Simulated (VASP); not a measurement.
Here is a VASP 6.6.1 calculation.

INCAR

```
ALGO = Normal
EDIFF = 1E-6
ENCUT = 520
GGA = PE
ISIF = 2
ISMEAR = 0
LASPH = True
LCHARG = False
LREAL = False
LWAVE = False
NBANDS = 17
NELM = 100
PREC = Accurate
SIGMA = 0.1
```

KPOINTS

```
k-points
0
Gamma
  12 12 12
```

POSCAR

```
SnSe
1.0
    3.7160600354      0.0000000000      0.0000000000
    0.0000000000      3.7160600354      0.0000000000
    0.0000000000      0.0000000000      3.7160600354
Sn Se
1 1
Direct
    0.5000000000      0.5000000000      0.5000000000
    0.0000000000      0.0000000000      0.0000000000
```

Potentials or basis: VASP PAW PBE potentials, release 64 (Sn_d, Se).

Command:

```console
$ cat potpaw_PBE.64/Sn_d/POTCAR potpaw_PBE.64/Se/POTCAR > POTCAR
$ mpirun -np 1 vasp_std > vasp.out
```

**Question.** Predict the pressure.

**Answer.** -1.4 GPa.

**Question.** Estimate the band gap on the k mesh.

**Answer.** Zero (band 10 reaches 6.13 eV, above the bottom of band 11 at 4.90 eV).

Caveat: spin-orbit coupling is left out, which moves the levels of the heavy elements.
